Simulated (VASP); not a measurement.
The system is FeO.

```xyz
2
Lattice="0.0000 2.4132 2.4132 2.4132 0.0000 2.4132 2.4132 2.4132 0.0000" Properties=species:S:1:pos:R:3 pbc="T T T"
Fe    0.0000    0.0000    0.0000
O     1.2066    1.2066    1.2066
```

Base run:

* Program: VASP 6.6.1
* Functional: PBE
* Potentials or basis: VASP PAW PBE potentials, release 64 (Fe_sv, O)
* Cutoff: 600 eV
* k mesh: 10 × 10 × 10
* Occupations: fermi-dirac, width 0.05 eV
* Spin: collinear spin, ferromagnetic start
* Starting moments: [3.0, 0.0] μB

Its results: band gap on the k mesh zero (filled and empty bands overlap); pressure -16.5 GPa; net moment 4.03 μB per cell; site moments Fe +3.47; O +0.28 μB.

Question: The run is repeated on the same cell with these changes: potentials or basis from VASP PAW PBE potentials, release 64 (Fe_sv, O) to VASP PAW PBE potentials, release 64 (Fe, O); cutoff from 600 eV to 520 eV; further incar settings from ALGO = Normal; EDIFF = 1e-06; NBANDS = 22 to ALGO = Normal; EDIFF = 1e-06; NBANDS = 18; valence electrons from 22 to 14. What comes out?

Answer: Band gap on the k mesh zero (filled and empty bands overlap); pressure -14.9 GPa; net moment 4.03 μB per cell; site moments Fe +3.63; O +0.28 μB.

Caveats: a cell with one magnetic atom can't hold antiferromagnetic order, which such compounds often take; semilocal functionals often make such compounds metallic where correlation or magnetic order opens a gap, which also shifts bond lengths.
